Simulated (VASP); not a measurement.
# Zr9N11 (a cell with a defect) in VASP: single point with PBE

Aim: the single point of Zr9N11 (a cell with a defect) with PBE.

All numbers are computed with VASP 6.6.1; they aren't measurements. Logs are shortened: lines on timing, memory, paths and dates and some standing lists are left out, and cuts for length are marked.

## Step 1: The cell of the first run

The cell holds a defect, 20 atoms: a = 5.962 Å, b = 5.962 Å, c = 8.698 Å, α = 83.44°, β = 76.79°, γ = 60.00°.

## Step 2: Single point, PBE

Contents of INCAR:

```
ALGO = Normal
EDIFF = 1E-6
ENCUT = 520
GGA = PE
ISIF = 2
ISMEAR = 0
LASPH = T
LCHARG = T
LELF = T
LREAL = Auto
LVHAR = T
LWAVE = F
NBANDS = 98
NELECT = 160.0
NELM = 80
PREC = Accurate
SIGMA = 0.05
```

Contents of KPOINTS:

```
k-points
0
Gamma
  4 4 4
```

Contents of POSCAR:

```
Zr9N11
1.0
    0.0000000000     -5.9619910123      0.0000000000
    5.1632356738     -2.9809955061      0.0000000000
    0.0000000000     -1.9873303374      8.4679891808
Zr N
9 11
Direct
    0.4387243632      0.6810529718      0.6607836737
    0.1221195277      0.3473269696      0.6600595349
    0.7732191071      1.0196664132      0.6943951952
    0.8945229050      0.6545124440      0.3006831900
    0.5521598258      0.3035654576      0.3484517914
    0.2113738211     -0.0215020206      0.3498782222
    0.6651661819      0.6649576384     -0.0113577141
    0.3356941822      0.3312990357      0.0037413841
    1.0033354418      0.0065426028      0.0072250919
    0.0315575652      0.6658994896      0.8477029017
    0.7055598657      0.3578014092      0.8538545392
    0.4038653374     -0.0070041351      0.8555511640
    0.4705193422      0.3397150761      0.6015214346
    0.1326403900      0.0117314033      0.6054574339
    0.5399790157      0.6533964772      0.3999611865
    0.1854704975      0.3329073295      0.4030956969
    0.8447586328     -0.1120036033      0.4705276442
    0.2654088649      0.6738952509      0.1359577788
    0.9663961024      0.3125394814      0.1363544491
    0.6357132369      1.0059223185      0.1416032749
```

Potentials or basis: VASP PAW PBE potentials, release 64 (Zr_sv, N).

On the command line:

```bash
cat potpaw_PBE.64/Zr_sv/POTCAR potpaw_PBE.64/N/POTCAR > POTCAR
mpirun -np 1 vasp_std > vasp.out
```

OUTCAR:

```text
EDIFF = 1E-6
   ENCUT = 520
   GGA = PE
   ISIF = 2
   ISMEAR = 0
   LASPH = T
   LREAL = Auto
   NELECT = 160.0
   NELM = 80
   PREC = Accurate

 ion  position               nearest neighbor table
   1  0.439  0.681  0.661-  14 2.01  13 2.06  15 2.21  11 2.55  12 2.56  10 2.63   6 3.24   2 3.36
                             3 3.39   7 3.40   3 3.43   2 3.44   5 3.46   9 3.51   2 3.53   3 3.54
   2  0.122  0.347  0.660-  13 2.00  14 2.08  16 2.18  10 2.42  11 2.64  12 2.67   5 3.21   1 3.36
                             7 3.42   3 3.43   1 3.44   3 3.45   6 3.45   8 3.48   3 3.48   1 3.53
   3  0.773  0.020  0.694-  17 2.06  14 2.08  13 2.10  10 2.38  11 2.39  12 2.39   8 3.25   7 3.29
                             9 3.29   1 3.39   1 3.43   2 3.43   6 3.44   2 3.45   5 3.47   2 3.48
   4  0.895  0.655  0.301-  17 2.02  15 2.10  16 2.11  18 2.39  20 2.40  19 2.43   8 3.20   9 3.27
                             7 3.29   5 3.38   6 3.42   6 3.47   5 3.50   6 3.52   5 3.52   1 3.61
   5  0.552  0.304  0.348-  16 2.05  15 2.15  13 2.15  20 2.46  17 2.50  19 2.74  18 2.82   2 3.21
                             4 3.38   6 3.41   6 3.44   1 3.46   9 3.46   3 3.47   8 3.48   6 3.48
   6  0.211  0.978  0.350-  15 2.05  16 2.14  14 2.18  17 2.48  18 2.60  19 2.65  20 2.82   1 3.24
                             5 3.41   4 3.42   5 3.44   3 3.44   9 3.44   2 3.45   4 3.47   5 3.48
   7  0.665  0.665  0.989-  11 2.17  12 2.20  10 2.25  18 2.41  19 2.44  20 2.47   3 3.29   4 3.29
                             9 3.39   1 3.40   8 3.40   9 3.40   2 3.42   8 3.44   8 3.49   9 3.55
   8  0.336  0.331  0.004-  18 2.27  19 2.29  20 2.32  12 2.33  11 2.36  10 2.45   4 3.20   3 3.25
                             9 3.39   7 3.40   7 3.44   9 3.45   2 3.48   5 3.48   9 3.49   7 3.49
   9  0.003  0.007  0.007-  19 2.14  18 2.20  20 2.24  12 2.42  11 2.46  10 2.50   4 3.27   3 3.29
                             8 3.39   7 3.39   7 3.40   6 3.44   8 3.45   5 3.46   8 3.49   1 3.51
  10  0.032  0.666  0.848-   7 2.25   3 2.38   2 2.42   8 2.45   9 2.50   1 2.63
  11  0.706  0.358  0.854-   7 2.17   8 2.36   3 2.39   9 2.46   1 2.55   2 2.64
  12  0.404  0.993  0.856-   7 2.20   8 2.33   3 2.39   9 2.42   1 2.56   2 2.67
  13  0.471  0.340  0.602-   2 2.00   1 2.06   3 2.10   5 2.15
  14  0.133  0.012  0.605-   1 2.01   2 2.08   3 2.08   6 2.18
  15  0.540  0.653  0.400-   6 2.05   4 2.10   5 2.15   1 2.21
  16  0.185  0.333  0.403-   5 2.05   4 2.11   6 2.14   2 2.18
  17  0.845  0.888  0.471-   4 2.02   3 2.06   6 2.48   5 2.50
  18  0.265  0.674  0.136-   9 2.20   8 2.27   4 2.39   7 2.41   6 2.60   5 2.82
  19  0.966  0.313  0.136-   9 2.14   8 2.29   4 2.43   7 2.44   6 2.65   5 2.74
  20  0.636  0.006  0.142-   9 2.24   8 2.32   4 2.40   5 2.46   7 2.47   6 2.82

  LATTYP: Found a base centered monoclinic cell.
 ALAT       =     5.9619910123
 B/A-ratio  =     1.7320508076
 C/A-ratio  =     1.4589193922
 COS(beta)  =    -0.2284796097

  Lattice vectors:

 A1 = (   5.1632356738,   2.9809955062,   0.0000000000)
 A2 = (  -5.1632356738,   2.9809955061,   0.0000000000)
 A3 = (   0.0000000000,  -1.9873303374,   8.4679891808)

Analysis of symmetry for initial positions (statically):
=====================================================================
 Subroutine PRICEL returns:
 Original cell was already a primitive cell.

 Routine SETGRP: Setting up the symmetry group for a
 base centered monoclinic supercell.

 Subroutine GETGRP returns: Found  1 space group operations
 (whereof  1 operations were pure point group operations)
 out of a pool of  4 trial point group operations.

The static configuration has the point symmetry C_1 .

Analysis of symmetry for dynamics (positions and initial velocities):
=====================================================================
 Subroutine PRICEL returns:
 Original cell was already a primitive cell.

 Routine SETGRP: Setting up the symmetry group for a
 base centered monoclinic supercell.

 Subroutine GETGRP returns: Found  1 space group operations
 (whereof  1 operations were pure point group operations)
 out of a pool of  4 trial point group operations.

The dynamic configuration has the point symmetry C_1 .

 Subroutine INISYM returns: Found  1 space group operations
 (whereof  1 operations are pure point group operations),
 and found     1 'primitive' translations

----------------------------------------------------------------------------------------

                                     Primitive cell

  volume of cell :     260.6715

  direct lattice vectors                    reciprocal lattice vectors
     0.000000000 -5.961991012  0.000000000    -0.096838500 -0.167729203 -0.039363930
     5.163235674 -2.980995506  0.000000000     0.193677001  0.000000000  0.000000000
     0.000000000 -1.987330337  8.467989181     0.000000000  0.000000000  0.118091790

  length of vectors
[... 64 lines left out ...]

  Shift w.r.t. Gamma in fractional coordinates (k-lattice)
     0.000000000  0.000000000  0.000000000

 Subroutine IBZKPT returns following result:
 ===========================================

 Found     36 irreducible k-points:

 Following reciprocal coordinates:
            Coordinates               Weight
  0.000000  0.000000  0.000000      1.000000
  0.250000 -0.000000  0.000000      2.000000
 -0.250000 -0.250000 -0.000000      2.000000
  0.500000 -0.000000  0.000000      1.000000
  0.500000  0.500000  0.000000      1.000000
  0.000000  0.250000  0.000000      2.000000
[... 16 lines left out ...]
  0.000000  0.500000  0.250000      2.000000
  0.250000  0.500000  0.250000      2.000000
 [... further k-points ...]
   k-points           NKPTS =     36   k-points in BZ     NKDIM =     36   number of bands    NBANDS=     98
   number of dos      NEDOS =    301   number of ions     NIONS =     20
   total plane-waves  NPLWV = 161280
   dimension x,y,z NGX =    48 NGY =   48 NGZ =   70
   dimension x,y,z NGXF=    96 NGYF=   96 NGZF=  140
   ions per type =               9  11
   NGX,Y,Z   is equivalent  to a cutoff of  13.38, 13.38, 13.38 a.u.
   NGXF,Y,Z  is equivalent  to a cutoff of  26.77, 26.77, 26.76 a.u.
 SYSTEM =  unknown system
   PREC   = accura    normal or accurate (medium, high low for compatibility)
   ISTART =      0    job   : 0-new  1-cont  2-samecut
   ICHARG =      2    charge: 1-file 2-atom 10-const
   ISPIN  =      1    spin polarized calculation?
   LNONCOLLINEAR =      F non collinear calculations
   LSORBIT =      F    spin-orbit coupling
   LASPH  =      T    aspherical Exc in radial PAW
   ENCUT  =  520.0 eV  38.22 Ry    6.18 a.u.  11.09 11.09 16.17*2*pi/ulx,y,z
   NELM   =     80;   NELMIN=  2; NELMDL= -5     # of ELM steps
   EDIFF  = 0.1E-05   stopping-criterion for ELM
   LREAL  =      T    real-space projection
   EDIFFG = 0.1E-04   stopping-criterion for IOM
   NSW    =      0    number of steps for IOM
   IBRION =     -1    ionic relax: 0-MD 1-quasi-New 2-CG
   NFREE  =      0    steps in history (QN), initial steepest desc. (CG)
   ISIF   =      2    stress and relaxation
   ISYM   =      2    0-nonsym 1-usesym 2-fastsym
   POTIM  = 0.5000    time-step for ionic-motion
   TEBEG  =    0.0;   TEEND  =   0.0 temperature during run
   PSTRESS=    0.0 pullay stress
   NELECT =     160.0000    total number of electrons
   NUPDOWN=      -1.0000    fix difference up-down
   EMIN   =  10.00;   EMAX   =-10.00  energy-range for DOS
   EFERMI =   0.00;   METHOD = LEGACY
   ISMEAR =     0;   SIGMA  =   0.05  broadening in eV -4-tet -1-fermi 0-gaus
   EFERMI_NEDOS =   21; number of points for ismear=-14 and -15
   IALGO  =     38    algorithm
   IMIX   =      4    mixing-type and parameters
     AMIX     =   0.40;   BMIX     =  1.00
     AMIX_MAG =   1.60;   BMIX_MAG =  1.00
  volume/ion in A,a.u.               =      13.03        87.95
  Fermi-wavevector in a.u.,A,eV,Ry     =   1.391288  2.629153 26.336548  1.935682
  Thomas-Fermi vector in A             =   2.515141
   LORBIT       =      0    0 simple, 1 ext, 2 COOP (PROOUT), +10 PAW based schemes
   GGA     = PE    functional components
   LHFCALC =     F    Hartree Fock is set to
   AEXX    =    0.0000 exact exchange contribution
   IVDW    =     0    specifies the selected vdW correction
   LEPSILON=     F    determine dielectric tensor
   LRPA    =     F    only Hartree local field effects (RPA)
 non-spin polarized calculation
 Gauss-broadening in eV      SIGMA  =   0.05
  energy-cutoff  :      520.00
  volume of cell :      260.67
 maximum number of plane-waves:      7048
 NGX is ok and might be reduce to    48
   NGX = 23   NGY = 23   NGZ = 33

 number of electron     160.0000000 magnetization

 Free energy of the ion-electron system (eV)
  ---------------------------------------------------
  ext. energy  EPLUGINS =         0.00000000
  ---------------------------------------------------
  free energy    TOTEN  =      -225.77569555 eV

  energy without entropy =     -225.77569555  energy(sigma->0) =     -225.77569555

 E-fermi :   8.5005     XC(G=0): -11.5606

 val. band max:        8.1962825848   @ k =   0.0000   0.0000   0.0000
 cond. band min:       9.1220568602   @ k =   0.5000  -0.0000   0.5000
 fundamental gap:      0.9257742754
 Fermi energy:         8.5005192734

 k-point     1 :       0.0000    0.0000    0.0000
  band No.  band energies     occupation
      1     -40.4153      2.00000
      2     -40.1355      2.00000
      3     -40.0726      2.00000
      4     -39.9984      2.00000
      5     -39.9501      2.00000
      6     -39.9083      2.00000
[... 2269 lines left out ...]
     91      11.8332      0.00000
     92      11.9541      0.00000

 [... further k-points ...]

 [bands above 92 left out]

------------------------ aborting loop because EDIFF is reached ----------------------------------------

  FORCE on cell =-STRESS in cart. coord.  units (eV):
  Direction    XX          YY          ZZ          XY          YZ          ZX
  --------------------------------------------------------------------------------------
  -------------------------------------------------------------------------------------
  Total      -42.1931128    -41.2388980    -40.3782242      0.9019911     -1.6234692      4.1968878
  in kB     -259.3334807   -253.4685461   -248.1785468      5.5439493     -9.9784036     25.7955258
  external PRESSURE =    -253.6601912 kB  Pullay stress =       0.0000000 kB

 VOLUME and BASIS-vectors are now :
 -----------------------------------------------------------------------------
  energy-cutoff  :      520.00
  volume of cell :      260.67
      direct lattice vectors                 reciprocal lattice vectors
     0.000000000 -5.961991012  0.000000000    -0.096838500 -0.167729203 -0.039363930
     5.163235674 -2.980995506  0.000000000     0.193677001  0.000000000  0.000000000
     0.000000000 -1.987330337  8.467989181     0.000000000  0.000000000  0.118091790

 POSITION                                       TOTAL-FORCE (eV/Angst)
 -----------------------------------------------------------------------------------
      3.51644     -5.95908      5.59551        -0.166320      0.171097      0.240001
      1.79333     -3.07521      5.58938        -0.208972      0.063384      0.226159
      0.10154     -6.04854      5.88013         0.011379      0.006204     -0.066667
      3.37940     -7.88179      2.54618         0.018824     -0.008721      0.010964
      1.56738     -4.88939      2.95069        -0.117832     -0.051201      0.076239
      5.05222     -4.87243      2.96277        -0.033023      0.185127      0.120503
[... 12 lines left out ...]
      1.61371     -6.96430      1.15465        -0.002669     -0.004064     -0.050445
      0.03058     -4.08918      1.19909         0.004326      0.056134     -0.094196
 -----------------------------------------------------------------------------------
    total drift:                                0.001217     -0.001321     -0.000813

  FREE ENERGIE OF THE ION-ELECTRON SYSTEM (eV)
  ---------------------------------------------------
  free  energy   TOTEN  =      -225.7756955511 eV

  energy  without entropy=     -225.7756955511  energy(sigma->0) =     -225.77569555
```

Wall time 51 min (1 thread of Oxide Virtual Turin-like, shared host); peak memory 0.73 GiB.

What came out:

```yaml
Free_energy: -225.7757 eV
Largest_force: 1.252 eV/Å
```

Forces on the atoms (eV/Å):
```
Zr  -0.166  0.171  0.240
Zr  -0.209  0.063  0.226
Zr   0.011  0.006 -0.067
Zr   0.019 -0.009  0.011
Zr  -0.118 -0.051  0.076
Zr  -0.033  0.185  0.121
Zr   0.004 -0.011 -0.006
Zr  -0.083 -0.022  0.143
Zr  -0.015 -0.006 -0.017
N   -0.007  0.011 -0.084
N   -0.029 -0.010 -0.106
N   -0.034  0.051 -0.067
N   -0.041  0.068  0.081
N   -0.059 -0.003  0.106
N   -0.067 -0.077  0.146
N    0.028  0.107  0.137
N    0.851 -0.533 -0.748
N   -0.053  0.006 -0.047
N   -0.003 -0.004 -0.050
N    0.004  0.056 -0.094
```

Levels at points of the mesh, in eV from the Fermi level:
```csv
k point,band 77,band 78,band 79,band 80,band 81,band 82,band 83,band 84
"(0.00, 0.00, 0.00)",-1.08,-0.76,-0.59,-0.30,1.14,1.57,1.69,1.81
"(0.50, 0.00, 0.00)",-1.19,-0.95,-0.83,-0.60,1.07,1.36,1.95,2.07
"(0.50, 0.50, 0.00)",-1.09,-0.93,-0.68,-0.48,0.78,1.56,1.90,2.13
"(0.00, 0.50, 0.00)",-1.19,-0.96,-0.68,-0.56,1.07,1.58,1.86,2.06
"(0.00, 0.00, 0.50)",-1.11,-0.82,-0.58,-0.53,1.23,1.74,1.78,1.95
"(0.50, 0.00, 0.50)",-1.02,-0.94,-0.72,-0.56,0.62,1.75,1.88,1.99
"(0.50, 0.50, 0.50)",-1.20,-0.97,-0.74,-0.49,1.01,1.43,1.82,2.02
"(0.00, 0.50, 0.50)",-0.91,-0.82,-0.72,-0.49,0.85,1.52,1.83,2.01
```

Caveat: the cell carries a net charge on a neutralising background, which shifts energy and pressure; the cell is charged against a uniform background, so pressure and absolute levels hang on convention.
